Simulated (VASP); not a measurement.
Zn4H:

```
CELL_PARAMETERS angstrom
4.89930 0.00000 0.00000
0.00000 4.89930 0.00000
0.00000 0.00000 4.89930
ATOMIC_POSITIONS crystal
Zn 0.25000 0.25000 0.25000
Zn 0.75000 0.75000 0.25000
Zn 0.75000 0.25000 0.75000
Zn 0.25000 0.75000 0.75000
H 0.00000 0.00000 0.00000
```

* Program: VASP 6.6.1
* Task: relaxation of cell and atoms
* Functional: PBE
* Potentials or basis: VASP PAW PBE potentials, release 64 (Zn, H)
* Cutoff: 600 eV
* k mesh: 4 × 4 × 4
* Occupations: gaussian, width 0.1 eV
* Spin: no spin polarisation

At the start: pressure -6.0 GPa; volume 23.52 Å³/atom.

Problem. Where does the relaxation end?

Solution. Over 11 steps the energy falls by 500.0 meV/atom and the volume is 13.21 Å³/atom (-43.8 %); space group P-43m (No. 215, to 0.05 Å).

The path:
| step | energy change (eV) | largest force (eV/Å) | pressure (GPa) | volume (Å³) |
| --- | --- | --- | --- | --- |
| 1 | 0.0000 | 0.0057 | -6.01 | 117.60 |
| 2 | -0.6646 | 0.1740 | -8.63 | 103.21 |
| 3 | -2.0056 | 0.6316 | -7.30 | 78.29 |
| 4 | 3.2963 | 3.3264 | 110.22 | 41.14 |
| 5 | -2.1979 | 0.7793 | -4.94 | 73.34 |
| 6 | -2.2963 | 1.0655 | 1.39 | 65.87 |
| 7 | -2.3017 | 1.0007 | -0.23 | 67.35 |
| 8 | -2.4489 | 0.2513 | 4.26 | 62.72 |
| 9 | -2.4510 | 0.3390 | 3.68 | 63.17 |
| 10 | -2.4963 | 0.0686 | -0.95 | 66.90 |
| 11 | -2.4999 | 0.0116 | -0.06 | 66.06 |

Final structure:
```yaml
crystal:
  lattice:
    - [4.04239, 0.00000, 0.00000]
    - [0.00000, 4.04239, 0.00000]
    - [0.00000, 0.00000, 4.04239]
  atoms:
    - { symbol: Zn, position: [0.26358, 0.26358, 0.26358] }
    - { symbol: Zn, position: [0.73642, 0.73642, 0.26358] }
    - { symbol: Zn, position: [0.73642, 0.26358, 0.73642] }
    - { symbol: Zn, position: [0.26358, 0.73642, 0.73642] }
    - { symbol: H, position: [0.00000, 0.00000, 0.00000] }
```

Caveat: the volume moved by over 15 % at a fixed basis, so the end points are rough.
